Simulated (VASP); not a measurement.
# Mg5CdO6 (P4/mmm) in VASP: single point with PBE

Aim: the single point of Mg5CdO6 with PBE.

Everything below comes from runs of VASP 6.6.1. Logs are shortened: lines on timing, memory, paths and dates and some standing lists are left out, and cuts for length are marked.

### Step 1. The cell of the first run

It takes space group P4/mmm (No. 123, tetragonal). Conventional cell: a = 3.097 Å, b = 3.097 Å, c = 13.121 Å, α = 90.00°, β = 90.00°, γ = 90.00°. Within 2.8 Å of Mg (site symmetry 4/mmm) lie 6 O at 2.09 to 2.19 Å. Mg (site symmetry 4mm) has 6 O at 2.08 to 2.19 Å within 2.8 Å. Mg (site symmetry 4mm) has 6 O at 2.11 to 2.36 Å within 2.8 Å. Cd (site symmetry 4/mmm) has 6 O at 2.19 to 2.40 Å within 2.9 Å. O (site symmetry 4mm) has 6 Mg at 2.09 to 2.19 Å within 2.8 Å. Within 2.8 Å of O (site symmetry 4mm) lie 5 Mg at 2.08 to 2.19 Å and 1 Cd at 2.40 Å. Within 2.9 Å of O (site symmetry 4/mmm) lie 4 Cd at 2.19 Å and 2 Mg at 2.36 Å. O (site symmetry 4/mmm) has 6 Mg at 2.08 to 2.19 Å within 2.8 Å.

### Step 2. Single point, PBE

POSCAR

```
Mg5CdO6
1.0
    3.0966278000      0.0000000000      0.0000000000
    0.0000000000      3.0966278000      0.0000000000
    0.0000000000      0.0000000000     13.1208840000
Mg Cd O
5 1 6
Direct
    0.0000000000      0.0000000000      0.0000000000
    0.5000000000      0.5000000000      0.1587650000
    0.0000000000      0.0000000000      0.3200280000
    0.0000000000      0.0000000000      0.6799720000
    0.5000000000      0.5000000000      0.8412350000
    0.5000000000      0.5000000000      0.5000000000
    0.0000000000      0.0000000000      0.1593710000
    0.5000000000      0.5000000000      0.3171830000
    0.0000000000      0.0000000000      0.5000000000
    0.5000000000      0.5000000000      0.6828170000
    0.0000000000      0.0000000000      0.8406290000
    0.5000000000      0.5000000000      0.0000000000
```

INCAR.step1

```
PREC     = Accurate       # precision mode
ENCUT    = 520            # plane-wave cutoff, eV
EDIFF    = 1E-7           # SCF threshold, eV
ISMEAR   = 0              # smearing method
SIGMA    = 0.02           # smearing width, eV
LREAL    = F              # projectors in reciprocal space
LASPH    = T              # aspherical terms in the spheres
NELM     = 100            # most SCF steps
ALGO     = Normal         # electronic algorithm
ISIF     = 2              # what is computed and relaxed
LWAVE    = F              # write WAVECAR
LCHARG   = T              # write CHGCAR
GGA      = PE             # functional
NBANDS   = 41             # bands
```

KPOINTS.step1

```
regular mesh
0
Gamma
  10 10 2
```

INCAR.step2

```
PREC     = Accurate       # precision mode
ENCUT    = 520            # plane-wave cutoff, eV
EDIFF    = 1E-7           # SCF threshold, eV
ISMEAR   = -5             # smearing method
SIGMA    = 0.02           # smearing width, eV
LREAL    = F              # projectors in reciprocal space
LASPH    = T              # aspherical terms in the spheres
NELM     = 100            # most SCF steps
ALGO     = Normal         # electronic algorithm
ISIF     = 2              # what is computed and relaxed
LWAVE    = F              # write WAVECAR
LCHARG   = F              # write CHGCAR
GGA      = PE             # functional
LORBIT   = 11             # projections on sites
NEDOS    = 2001           # points of the DOS
ICHARG   = 11             # starting density
```

KPOINTS.step2

```
regular mesh
0
Gamma
  15 15 3
```

Potentials or basis: VASP PAW PBE potentials, release 64 (Mg, Cd, O).

Command:

```
> cat potpaw_PBE.64/Mg/POTCAR potpaw_PBE.64/Cd/POTCAR potpaw_PBE.64/O/POTCAR > POTCAR
> cp INCAR.step1 INCAR
> cp KPOINTS.step1 KPOINTS
> mpirun -np 1 vasp_std > vasp.out
> cp INCAR.step2 INCAR
> cp KPOINTS.step2 KPOINTS
> mpirun -np 1 vasp_std > vasp.out
```

OUTCAR:

```text
PREC = Accurate
   ENCUT = 520
   EDIFF = 1E-7
   ISMEAR = -5
   LREAL = F
   LASPH = T
   NELM = 100
   ISIF = 2
   GGA = PE
   LORBIT = 11
   ICHARG = 11

 ion  position               nearest neighbor table
   1  0.000  0.000  0.000-   7 2.09  11 2.09  12 2.19  12 2.19  12 2.19  12 2.19   5 3.02   5 3.02
                             2 3.02   5 3.02   2 3.02   2 3.02   5 3.02   2 3.02
   2  0.500  0.500  0.159-   8 2.08  12 2.08   7 2.19   7 2.19   7 2.19   7 2.19   1 3.02   1 3.02
                             1 3.02   1 3.02   3 3.04   3 3.04   3 3.04   3 3.04
   3  0.000  0.000  0.320-   7 2.11   8 2.19   8 2.19   8 2.19   8 2.19   9 2.36   2 3.04   2 3.04
                             2 3.04   2 3.04   6 3.22   6 3.22   6 3.22   6 3.22
   4  0.000  0.000  0.680-  11 2.11  10 2.19  10 2.19  10 2.19  10 2.19   9 2.36   5 3.04   5 3.04
                             5 3.04   5 3.04   6 3.22   6 3.22   6 3.22   6 3.22
   5  0.500  0.500  0.841-  10 2.08  12 2.08  11 2.19  11 2.19  11 2.19  11 2.19   1 3.02   1 3.02
                             1 3.02   1 3.02   4 3.04   4 3.04   4 3.04   4 3.04
   6  0.500  0.500  0.500-   9 2.19   9 2.19   9 2.19   9 2.19  10 2.40   8 2.40   4 3.22   4 3.22
                             3 3.22   4 3.22   3 3.22   3 3.22   4 3.22   3 3.22
   7  0.000  0.000  0.159-   1 2.09   3 2.11   2 2.19   2 2.19   2 2.19   2 2.19
   8  0.500  0.500  0.317-   2 2.08   3 2.19   3 2.19   3 2.19   3 2.19   6 2.40
   9  0.000  0.000  0.500-   6 2.19   6 2.19   6 2.19   6 2.19   3 2.36   4 2.36
  10  0.500  0.500  0.683-   5 2.08   4 2.19   4 2.19   4 2.19   4 2.19   6 2.40
  11  0.000  0.000  0.841-   1 2.09   4 2.11   5 2.19   5 2.19   5 2.19   5 2.19
  12  0.500  0.500  0.000-   2 2.08   5 2.08   1 2.19   1 2.19   1 2.19   1 2.19

  LATTYP: Found a simple tetragonal cell.
 ALAT       =     3.0966278000
 C/A-ratio  =     4.2371524276

  Lattice vectors:

 A1 = (   3.0966278000,   0.0000000000,   0.0000000000)
 A2 = (   0.0000000000,   3.0966278000,   0.0000000000)
 A3 = (   0.0000000000,   0.0000000000,  13.1208840000)

Analysis of symmetry for initial positions (statically):
=====================================================================
 Subroutine PRICEL returns:
 Original cell was already a primitive cell.

 Routine SETGRP: Setting up the symmetry group for a
 simple tetragonal supercell.

 Subroutine GETGRP returns: Found 16 space group operations
 (whereof 16 operations were pure point group operations)
 out of a pool of 16 trial point group operations.

The static configuration has the point symmetry D_4h.

Analysis of symmetry for dynamics (positions and initial velocities):
=====================================================================
 Subroutine PRICEL returns:
 Original cell was already a primitive cell.

 Routine SETGRP: Setting up the symmetry group for a
 simple tetragonal supercell.

 Subroutine GETGRP returns: Found 16 space group operations
 (whereof 16 operations were pure point group operations)
 out of a pool of 16 trial point group operations.

The dynamic configuration has the point symmetry D_4h.

 Subroutine INISYM returns: Found 16 space group operations
 (whereof 16 operations are pure point group operations),
 and found     1 'primitive' translations

----------------------------------------------------------------------------------------

                                     Primitive cell

  volume of cell :     125.8175

  direct lattice vectors                    reciprocal lattice vectors
     3.096627800  0.000000000  0.000000000     0.322931933  0.000000000  0.000000000
     0.000000000  3.096627800  0.000000000     0.000000000  0.322931933  0.000000000
     0.000000000  0.000000000 13.120884000     0.000000000  0.000000000  0.076214377

  length of vectors
     3.096627800  3.096627800 13.120884000     0.322931933  0.322931933  0.076214377

  position of ions in fractional coordinates (direct lattice)
     0.000000000  0.000000000  0.000000000
     0.500000000  0.500000000  0.158765000
     0.000000000  0.000000000  0.320028000
     0.000000000  0.000000000  0.679972000
     0.500000000  0.500000000  0.841235000
     0.500000000  0.500000000  0.500000000
     0.000000000  0.000000000  0.159371000
     0.500000000  0.500000000  0.317183000
     0.000000000  0.000000000  0.500000000
     0.500000000  0.500000000  0.682817000
[... 43 lines left out ...]

 Found     72 irreducible k-points:

 Following reciprocal coordinates:
            Coordinates               Weight
  0.000000  0.000000  0.000000      1.000000
  0.066667  0.000000  0.000000      4.000000
  0.133333  0.000000  0.000000      4.000000
  0.200000  0.000000  0.000000      4.000000
  0.266667  0.000000  0.000000      4.000000
  0.333333  0.000000  0.000000      4.000000
[... 16 lines left out ...]
  0.266667  0.200000  0.000000      8.000000
  0.333333  0.200000  0.000000      8.000000
 [... further k-points ...]
   k-points           NKPTS =     72   k-points in BZ     NKDIM =     72   number of bands    NBANDS=     36
   number of dos      NEDOS =   2001   number of ions     NIONS =     12
   total plane-waves  NPLWV =  56448
   dimension x,y,z NGX =    24 NGY =   24 NGZ =   98
   dimension x,y,z NGXF=    48 NGYF=   48 NGZF=  196
   ions per type =               5   1   6
   NGX,Y,Z   is equivalent  to a cutoff of  12.88, 12.88, 12.42 a.u.
   NGXF,Y,Z  is equivalent  to a cutoff of  25.77, 25.77, 24.83 a.u.
 SYSTEM =  unknown system
   PREC   = accura    normal or accurate (medium, high low for compatibility)
   ISTART =      0    job   : 0-new  1-cont  2-samecut
   ICHARG =     11    charge: 1-file 2-atom 10-const
   ISPIN  =      1    spin polarized calculation?
   LNONCOLLINEAR =      F non collinear calculations
   LSORBIT =      F    spin-orbit coupling
   LASPH  =      T    aspherical Exc in radial PAW
   ENCUT  =  520.0 eV  38.22 Ry    6.18 a.u.   5.76  5.76 24.40*2*pi/ulx,y,z
   NELM   =    100;   NELMIN=  2; NELMDL=  0     # of ELM steps
   EDIFF  = 0.1E-06   stopping-criterion for ELM
   LREAL  =      F    real-space projection
   EDIFFG = 0.1E-05   stopping-criterion for IOM
   NSW    =      0    number of steps for IOM
   IBRION =     -1    ionic relax: 0-MD 1-quasi-New 2-CG
   NFREE  =      0    steps in history (QN), initial steepest desc. (CG)
   ISIF   =      2    stress and relaxation
   ISYM   =      2    0-nonsym 1-usesym 2-fastsym
   POTIM  = 0.5000    time-step for ionic-motion
   TEBEG  =    0.0;   TEEND  =   0.0 temperature during run
   PSTRESS=    0.0 pullay stress
   NELECT =      58.0000    total number of electrons
   NUPDOWN=      -1.0000    fix difference up-down
   EMIN   =  10.00;   EMAX   =-10.00  energy-range for DOS
   EFERMI =   0.00;   METHOD = LEGACY
   ISMEAR =    -5;   SIGMA  =   0.02  broadening in eV -4-tet -1-fermi 0-gaus
   EFERMI_NEDOS =   21; number of points for ismear=-14 and -15
   IALGO  =     38    algorithm
   IMIX   =      4    mixing-type and parameters
     AMIX     =   0.40;   BMIX     =  1.00
     AMIX_MAG =   1.60;   BMIX_MAG =  1.00
  volume/ion in A,a.u.               =      10.48        70.75
  Fermi-wavevector in a.u.,A,eV,Ry     =   1.264650  2.389843 21.760348  1.599340
  Thomas-Fermi vector in A             =   2.397944
   LORBIT       =     11    0 simple, 1 ext, 2 COOP (PROOUT), +10 PAW based schemes
   GGA     = PE    functional components
   LHFCALC =     F    Hartree Fock is set to
   AEXX    =    0.0000 exact exchange contribution
   IVDW    =     0    specifies the selected vdW correction
   LEPSILON=     F    determine dielectric tensor
   LRPA    =     F    only Hartree local field effects (RPA)
 non-spin polarized calculation
 Fermi weights with tetrahedron method with Bloechl corrections
  energy-cutoff  :      520.00
  volume of cell :      125.82
 maximum number of plane-waves:      3412
 NGX is ok and might be reduce to    24

 number of electron      58.0000015 magnetization

 Free energy of the ion-electron system (eV)
  ---------------------------------------------------
  ext. energy  EPLUGINS =         0.00000000
  ---------------------------------------------------
  free energy    TOTEN  =       -66.40814039 eV

  energy without entropy =      -66.40814039  energy(sigma->0) =      -66.40814039

 E-fermi :   3.7993     XC(G=0): -10.9457

 val. band max:        3.7915973757   @ k =   0.4667   0.0000   0.3333
 cond. band min:       5.2185832092   @ k =   0.0000   0.0000   0.0000
 fundamental gap:      1.4269858335
 Fermi energy:         3.7993495619

 k-point     1 :       0.0000    0.0000    0.0000
  band No.  band energies     occupation
      1     -14.6269      2.00000
      2     -14.2704      2.00000
      3     -14.0600      2.00000
      4     -13.6827      2.00000
      5     -13.3213      2.00000
      6     -13.0612      2.00000
[... 925 lines left out ...]
     35      11.8908      0.00000
     36      13.1730      0.00000

 [... further k-points ...]
[... 5 lines left out ...]
  --------------------------------------------------------------------------------------
  -------------------------------------------------------------------------------------
  Total        0.0326406      0.0326406     -0.2181083      0.0000000     -0.0000000     -0.0000000
  in kB        0.4156500      0.4156500     -2.7774212      0.0000000     -0.0000000     -0.0000000
  external PRESSURE =      -0.6487071 kB  Pullay stress =       0.0000000 kB

 VOLUME and BASIS-vectors are now :
 -----------------------------------------------------------------------------
  energy-cutoff  :      520.00
  volume of cell :      125.82
      direct lattice vectors                 reciprocal lattice vectors
     3.096627800  0.000000000  0.000000000     0.322931933  0.000000000  0.000000000
     0.000000000  3.096627800  0.000000000     0.000000000  0.322931933  0.000000000
     0.000000000  0.000000000 13.120884000     0.000000000  0.000000000  0.076214377

 POSITION                                       TOTAL-FORCE (eV/Angst)
 -----------------------------------------------------------------------------------
      0.00000      0.00000      0.00000         0.000000      0.000000     -0.000000
      1.54831      1.54831      2.08314        -0.000000      0.000000      0.000722
      0.00000      0.00000      4.19905         0.000000      0.000000     -0.014380
      0.00000      0.00000      8.92183         0.000000      0.000000      0.014380
      1.54831      1.54831     11.03775         0.000000     -0.000000     -0.000722
      1.54831      1.54831      6.56044         0.000000      0.000000     -0.000000
      0.00000      0.00000      2.09109         0.000000     -0.000000      0.000627
      1.54831      1.54831      4.16172         0.000000      0.000000     -0.030282
      0.00000      0.00000      6.56044         0.000000      0.000000     -0.000000
      1.54831      1.54831      8.95916         0.000000     -0.000000      0.030282
      0.00000      0.00000     11.02980         0.000000     -0.000000     -0.000627
      1.54831      1.54831      0.00000         0.000000      0.000000     -0.000000
 -----------------------------------------------------------------------------------
    total drift:                                0.000000     -0.000000     -0.000000

  FREE ENERGIE OF THE ION-ELECTRON SYSTEM (eV)
  ---------------------------------------------------
  free  energy   TOTEN  =       -66.4081403900 eV

  energy  without entropy=      -66.4081403900  energy(sigma->0) =      -66.40814039

 total charge

# of ion       s       p       d       tot
------------------------------------------
    1        0.140   0.160   0.068   0.368
    2        0.141   0.161   0.068   0.370
    3        0.134   0.143   0.058   0.336
    4        0.134   0.143   0.058   0.336
    5        0.141   0.161   0.068   0.370
    6        0.363   0.335   9.692  10.390
    7        1.542   3.520   0.000   5.062
    8        1.546   3.488   0.000   5.034
    9        1.565   3.451   0.000   5.016
   10        1.546   3.488   0.000   5.034
   11        1.542   3.520   0.000   5.062
   12        1.542   3.524   0.000   5.066
--------------------------------------------------
tot         10.337  22.094  10.013  42.444
```

It took 7 min on 1 thread of Oxide Virtual Turin-like, shared host; peak memory 0.38 GiB.

What came out:

- Valence electrons inside the program's atomic spheres: Mg 0.37, 0.34 (each value once); Cd 10.39; O 5.06, 5.03, 5.02, 5.07 (each value once)
